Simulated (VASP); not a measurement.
# KCl (Amm2) in VASP: single point with PBEsol

Aim: the single point of KCl with PBEsol.

Everything below comes from runs of VASP 6.6.1. Logs are shortened: lines on timing, memory, paths and dates and some standing lists are left out, and cuts for length are marked.

## 1. The cell of the first run

Symmetry: Amm2, No. 38, orthorhombic system. The conventional cell has a = 3.839 Å, b = 5.429 Å, c = 5.429 Å, α = 90.00°, β = 90.00°, γ = 90.00°. Within 4.2 Å of K (site symmetry mm2) lie 8 Cl at 3.16 to 3.49 Å and 6 K at 3.84 Å. Cl (site symmetry mm2) has 8 K at 3.16 to 3.49 Å and 6 Cl at 3.84 Å within 4.2 Å.

## 2. Single point, PBEsol (atom 2 (Cl) moved by (-0.200, +0.000) A along [1 1 0] and z)

Input file INCAR:

```
PREC = Accurate ; ENCUT = 520
EDIFF = 1E-6 ; ISMEAR = 0
SIGMA = 0.05 ; LREAL = False
LASPH = True ; NELM = 80
ALGO = Normal ; ISIF = 2
LWAVE = False ; LCHARG = False
GGA = PS ; NBANDS = 15
```

Input file KPOINTS:

```
regular mesh
0
Gamma
  6 6 6
```

Input file POSCAR:

```
KCl
1.0
    3.8391960000      0.0000000000      0.0000000000
    0.0000000000      3.8391960000      0.0000000000
    0.0000000000      0.0000000000      3.8391960000
K Cl
1 1
Direct
    0.0000000000      0.0000000000      0.0000000000
    0.4631638092      0.4631638092      0.5000000000
```

Potentials or basis: VASP PAW PBE potentials, release 64 (K_sv, Cl).

The run is started by

```bash
> cat potpaw_PBE.64/K_sv/POTCAR potpaw_PBE.64/Cl/POTCAR > POTCAR
> mpirun -np 1 vasp_std > vasp.out
```

OUTCAR:

```text
PREC = Accurate
   ENCUT = 520
   EDIFF = 1E-6
   ISMEAR = 0
   LREAL = False
   LASPH = True
   NELM = 80
   ISIF = 2
   GGA = PS

 ion  position               nearest neighbor table
   1  0.000  0.000  0.000-   2 3.16   2 3.16
   2  0.463  0.463  0.500-   1 3.16   1 3.16

  LATTYP: Found a simple cubic cell.
 ALAT       =     3.8391960000

  Lattice vectors:

 A1 = (   3.8391960000,   0.0000000000,   0.0000000000)
 A2 = (   0.0000000000,   3.8391960000,   0.0000000000)
 A3 = (   0.0000000000,   0.0000000000,   3.8391960000)

Analysis of symmetry for initial positions (statically):
=====================================================================
 Subroutine PRICEL returns:
 Original cell was already a primitive cell.

 Routine SETGRP: Setting up the symmetry group for a
 simple cubic supercell.

 Subroutine GETGRP returns: Found  4 space group operations
 (whereof  4 operations were pure point group operations)
 out of a pool of 48 trial point group operations.

The static configuration has the point symmetry C_2v.

Analysis of symmetry for dynamics (positions and initial velocities):
=====================================================================
 Subroutine PRICEL returns:
 Original cell was already a primitive cell.

 Routine SETGRP: Setting up the symmetry group for a
 simple cubic supercell.

 Subroutine GETGRP returns: Found  4 space group operations
 (whereof  4 operations were pure point group operations)
 out of a pool of 48 trial point group operations.

The dynamic configuration has the point symmetry C_2v.

 Subroutine INISYM returns: Found  4 space group operations
 (whereof  4 operations are pure point group operations),
 and found     1 'primitive' translations

----------------------------------------------------------------------------------------

                                     Primitive cell

  volume of cell :      56.5875

  direct lattice vectors                    reciprocal lattice vectors
     3.839196000  0.000000000  0.000000000     0.260471203  0.000000000  0.000000000
     0.000000000  3.839196000  0.000000000     0.000000000  0.260471203  0.000000000
     0.000000000  0.000000000  3.839196000     0.000000000  0.000000000  0.260471203

  length of vectors
     3.839196000  3.839196000  3.839196000     0.260471203  0.260471203  0.260471203

  position of ions in fractional coordinates (direct lattice)
     0.000000000  0.000000000  0.000000000
     0.463163809  0.463163809  0.500000000

  ion indices of the primitive-cell ions
   primitive index   ion index
                 1           1
                 2           2

----------------------------------------------------------------------------------------

 KPOINTS: regular mesh

Automatic generation of k-mesh.
 Grid dimensions read from file:
 generate k-points for:    6    6    6

 Generating k-lattice:

  Cartesian coordinates                     Fractional coordinates (reciprocal lattice)
     0.043411867  0.000000000  0.000000000     0.166666667  0.000000000  0.000000000
     0.000000000  0.043411867  0.000000000     0.000000000  0.166666667  0.000000000
     0.000000000  0.000000000  0.043411867     0.000000000  0.000000000  0.166666667

  Length of vectors
     0.043411867  0.043411867  0.043411867

  Shift w.r.t. Gamma in fractional coordinates (k-lattice)
     0.000000000  0.000000000  0.000000000

 Subroutine IBZKPT returns following result:
 ===========================================

 Found     52 irreducible k-points:

 Following reciprocal coordinates:
            Coordinates               Weight
  0.000000  0.000000  0.000000      1.000000
  0.166667  0.000000  0.000000      4.000000
  0.000000  0.000000  0.166667      2.000000
  0.333333  0.000000  0.000000      4.000000
  0.000000  0.000000  0.333333      2.000000
  0.500000  0.000000  0.000000      2.000000
[... 16 lines left out ...]
  0.333333  0.000000  0.500000      4.000000
  0.500000  0.500000  0.000000      1.000000
 [... further k-points ...]
   k-points           NKPTS =     52   k-points in BZ     NKDIM =     52   number of bands    NBANDS=     15
   number of dos      NEDOS =    301   number of ions     NIONS =      2
   total plane-waves  NPLWV =  27000
   dimension x,y,z NGX =    30 NGY =   30 NGZ =   30
   dimension x,y,z NGXF=    60 NGYF=   60 NGZF=   60
   ions per type =               1   1
   NGX,Y,Z   is equivalent  to a cutoff of  12.99, 12.99, 12.99 a.u.
   NGXF,Y,Z  is equivalent  to a cutoff of  25.98, 25.98, 25.98 a.u.
 SYSTEM =  unknown system
   PREC   = accura    normal or accurate (medium, high low for compatibility)
   ISTART =      0    job   : 0-new  1-cont  2-samecut
   ICHARG =      2    charge: 1-file 2-atom 10-const
   ISPIN  =      1    spin polarized calculation?
   LNONCOLLINEAR =      F non collinear calculations
   LSORBIT =      F    spin-orbit coupling
   LASPH  =      T    aspherical Exc in radial PAW
   ENCUT  =  520.0 eV  38.22 Ry    6.18 a.u.   7.14  7.14  7.14*2*pi/ulx,y,z
   NELM   =     80;   NELMIN=  2; NELMDL= -5     # of ELM steps
   EDIFF  = 0.1E-05   stopping-criterion for ELM
   LREAL  =      F    real-space projection
   EDIFFG = 0.1E-04   stopping-criterion for IOM
   NSW    =      0    number of steps for IOM
   IBRION =     -1    ionic relax: 0-MD 1-quasi-New 2-CG
   NFREE  =      0    steps in history (QN), initial steepest desc. (CG)
   ISIF   =      2    stress and relaxation
   ISYM   =      2    0-nonsym 1-usesym 2-fastsym
   POTIM  = 0.5000    time-step for ionic-motion
   TEBEG  =    0.0;   TEEND  =   0.0 temperature during run
   PSTRESS=    0.0 pullay stress
   NELECT =      16.0000    total number of electrons
   NUPDOWN=      -1.0000    fix difference up-down
   EMIN   =  10.00;   EMAX   =-10.00  energy-range for DOS
   EFERMI =   0.00;   METHOD = LEGACY
   ISMEAR =     0;   SIGMA  =   0.05  broadening in eV -4-tet -1-fermi 0-gaus
   EFERMI_NEDOS =   21; number of points for ismear=-14 and -15
   IALGO  =     38    algorithm
   IMIX   =      4    mixing-type and parameters
     AMIX     =   0.40;   BMIX     =  1.00
     AMIX_MAG =   1.60;   BMIX_MAG =  1.00
  volume/ion in A,a.u.               =      28.29       190.94
  Fermi-wavevector in a.u.,A,eV,Ry     =   1.074504  2.030517 15.708715  1.154558
  Thomas-Fermi vector in A             =   2.210334
   LORBIT       =      0    0 simple, 1 ext, 2 COOP (PROOUT), +10 PAW based schemes
   GGA     = PS    functional components
   LHFCALC =     F    Hartree Fock is set to
   AEXX    =    0.0000 exact exchange contribution
   IVDW    =     0    specifies the selected vdW correction
   LEPSILON=     F    determine dielectric tensor
   LRPA    =     F    only Hartree local field effects (RPA)
 non-spin polarized calculation
 Gauss-broadening in eV      SIGMA  =   0.05
  energy-cutoff  :      520.00
  volume of cell :       56.59
 maximum number of plane-waves:      1568
 NGX is ok and might be reduce to    30
   NGX = 15   NGY = 15   NGZ = 15

 number of electron      16.0000004 magnetization

 Free energy of the ion-electron system (eV)
  ---------------------------------------------------
  ext. energy  EPLUGINS =         0.00000000
  ---------------------------------------------------
  free energy    TOTEN  =        -6.88563390 eV

  energy without entropy =       -6.88563390  energy(sigma->0) =       -6.88563390

 E-fermi :  -0.6231     XC(G=0):  -8.2575

 val. band max:       -0.9199307796   @ k =   0.0000   0.5000   0.5000
 cond. band min:       3.7163649835   @ k =   0.0000   0.0000   0.0000
 fundamental gap:      4.6362957631
 Fermi energy:        -0.6231289469

 k-point     1 :       0.0000    0.0000    0.0000
  band No.  band energies     occupation
      1     -28.7776      2.00000
      2     -13.4713      2.00000
      3     -12.2292      2.00000
      4     -12.2287      2.00000
      5     -12.2190      2.00000
      6      -1.1316      2.00000
      7      -1.1228      2.00000
      8      -1.1205      2.00000
      9       3.7164      0.00000
     10       5.5575      0.00000
     11       5.6113      0.00000
     12       9.7128      0.00000
     13       9.7590      0.00000
     14       9.7715      0.00000
     15      12.3964      0.00000

 k-point     2 :       0.1667    0.0000    0.0000
  band No.  band energies     occupation
      1     -28.7726      2.00000
      2     -13.5092      2.00000
      3     -12.2306      2.00000
      4     -12.2208      2.00000
      5     -12.1821      2.00000
      6      -1.6131      2.00000
      7      -1.1250      2.00000
      8      -1.1229      2.00000
      9       4.3327      0.00000
     10       5.7861      0.00000
     11       6.1291      0.00000
     12       9.6125      0.00000
     13       9.6487      0.00000
     14       9.8697      0.00000
     15      11.5796      0.00000

 k-point     3 :       0.0000    0.0000    0.1667
  band No.  band energies     occupation
      1     -28.7726      2.00000
      2     -13.5112      2.00000
      3     -12.2362      2.00000
      4     -12.2215      2.00000
      5     -12.1735      2.00000
      6      -1.6122      2.00000
      7      -1.1278      2.00000
      8      -1.1208      2.00000
      9       4.3325      0.00000
     10       5.8189      0.00000
     11       6.0843      0.00000
     12       9.6030      0.00000
     13       9.6320      0.00000
     14       9.9079      0.00000
     15      11.4451      0.00000
[... 343 lines left out ...]
 k-point    23 :       0.3333    0.0000    0.5000
  band No.  band energies     occupation
      1     -28.7440      2.00000
      2     -13.3527      2.00000
      3     -12.3970      2.00000
      4     -12.3134      2.00000
      5     -12.1811      2.00000
      6      -2.2817      2.00000
      7      -1.9057      2.00000
      8      -0.9728      2.00000
      9       5.5662      0.00000
     10       6.4320      0.00000
     11       8.2951      0.00000
     12       8.3462      0.00000
     13       8.8993      0.00000
     14       9.7620      0.00000
     15      11.2045      0.00000

 k-point    24 :       0.5000    0.5000    0.0000
  band No.  band energies     occupation
      1     -28.7395      2.00000
      2     -13.2369      2.00000
      3     -12.4587      2.00000
      4     -12.4125      2.00000
      5     -12.1721      2.00000
      6      -2.1279      2.00000
      7      -2.1255      2.00000
      8      -0.9274      2.00000
      9       5.1535      0.00000
     10       6.2499      0.00000
     11       7.9767      0.00000
     12       8.0166      0.00000
     13      10.1591      0.00000
     14      10.2709      0.00000
     15      11.3147      0.00000

 [... further k-points ...]
[... 5 lines left out ...]
  --------------------------------------------------------------------------------------
  -------------------------------------------------------------------------------------
  Total       -0.4201293     -0.4201293     -0.4156298      0.0799335      0.0000000      0.0000000
  in kB      -11.8952253    -11.8952253    -11.7678292      2.2631770      0.0000000      0.0000000
  external PRESSURE =     -11.8527600 kB  Pullay stress =       0.0000000 kB

 VOLUME and BASIS-vectors are now :
 -----------------------------------------------------------------------------
  energy-cutoff  :      520.00
  volume of cell :       56.59
      direct lattice vectors                 reciprocal lattice vectors
     3.839196000  0.000000000  0.000000000     0.260471203  0.000000000  0.000000000
     0.000000000  3.839196000  0.000000000     0.000000000  0.260471203  0.000000000
     0.000000000  0.000000000  3.839196000     0.000000000  0.000000000  0.260471203

 POSITION                                       TOTAL-FORCE (eV/Angst)
 -----------------------------------------------------------------------------------
      0.00000      0.00000      0.00000        -0.079821     -0.079821      0.000000
      1.77818      1.77818      1.91960         0.079821      0.079821      0.000000
 -----------------------------------------------------------------------------------
    total drift:                                0.000185      0.000185      0.000000

  FREE ENERGIE OF THE ION-ELECTRON SYSTEM (eV)
  ---------------------------------------------------
  free  energy   TOTEN  =        -6.8856339029 eV

  energy  without entropy=       -6.8856339029  energy(sigma->0) =       -6.88563390
```

Wall time 17 s (1 thread of Intel Xeon 6975P-C (Granite Rapids), shared host); peak memory 0.19 GiB.

What came out:

| Quantity | Value |
| --- | --- |
| Free energy | -6.8856 eV |
| Pressure | -1.2 GPa |
| Largest force | 0.113 eV/Å |
| Band gap on the k mesh | 4.64 eV (least direct gap 4.84 eV) |

Forces on the atoms (eV/Å):
```
K   -0.080 -0.080  0.000
Cl   0.080  0.080  0.000
```

Levels at points of the mesh, in eV from the valence-band top:
| k point | band 5 | band 6 | band 7 | band 8 | band 9 | band 10 | band 11 | band 12 |
| --- | --- | --- | --- | --- | --- | --- | --- | --- |
| (0.00, 0.00, 0.00) | -11.30 | -0.21 | -0.20 | -0.20 | 4.64 | 6.48 | 6.53 | 10.63 |
| (0.50, 0.00, 0.00) | -11.17 | -1.79 | -0.21 | -0.20 | 7.53 | 7.79 | 8.15 | 9.78 |
| (0.00, 0.00, 0.50) | -11.16 | -1.79 | -0.21 | -0.20 | 7.50 | 7.80 | 8.11 | 9.57 |
| (0.50, 0.50, 0.00) | -11.25 | -1.21 | -1.21 | -0.01 | 6.07 | 7.17 | 8.90 | 8.94 |
| (0.00, 0.50, 0.50) | -11.25 | -1.21 | -1.20 | 0.00 | 6.08 | 7.21 | 8.91 | 8.92 |
| (0.50, 0.50, 0.50) | -11.48 | -1.33 | -1.32 | -1.32 | 8.52 | 8.54 | 8.67 | 9.85 |

Caveat: the cell differs from its parent crystal (atom 2 (Cl) moved by (-0.200, +0.000) A along [1 1 0] and z); the PAW data sets were made with another functional, which shifts forces and pressure a little. A k mesh can miss the band edges.
